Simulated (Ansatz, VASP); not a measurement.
TaSi3 in VASP and in Ansatz

```
CELL_PARAMETERS angstrom
3.89156 0.00000 0.00000
0.00000 3.89156 0.00000
0.00000 0.00000 3.89156
ATOMIC_POSITIONS crystal
Ta 0.00000 0.00000 0.00000
Si 0.00000 0.50000 0.50000
Si 0.50000 0.00000 0.50000
Si 0.50000 0.50000 0.00000
```

Alike in both runs: functional PBE; k mesh 12 × 12 × 12; occupations gaussian, width 0.1 eV; no spin polarisation.

Ansatz relaxed the structure, and its values are those at the end. VASP's run is a single point on that final structure, the one shown.

```csv
,VASP,Ansatz
version,VASP 6.6.1,Ansatz 0.2.0
potentials or method,"VASP PAW PBE potentials, release 64 (Ta_pv, Si), cutoff 520 eV","scalar-relativistic, plane waves, PAW"
valence electrons in the cell,23,25
```

```csv
,VASP,Ansatz,Ansatz less VASP
gap on the k mesh at the Fermi level (eV),none,none,-
pressure (GPa),0.0,0.0,-0.05
```

A gap of «none» marks a metal or a gap that the smearing closes. With one functional, cell and mesh, what is left measures potentials, basis and numerics. VASP's potentials hold 23 valence electrons a cell and Ansatz's 25, so a difference there can come from the potentials and not from the codes.

Spin-orbit coupling is off throughout.
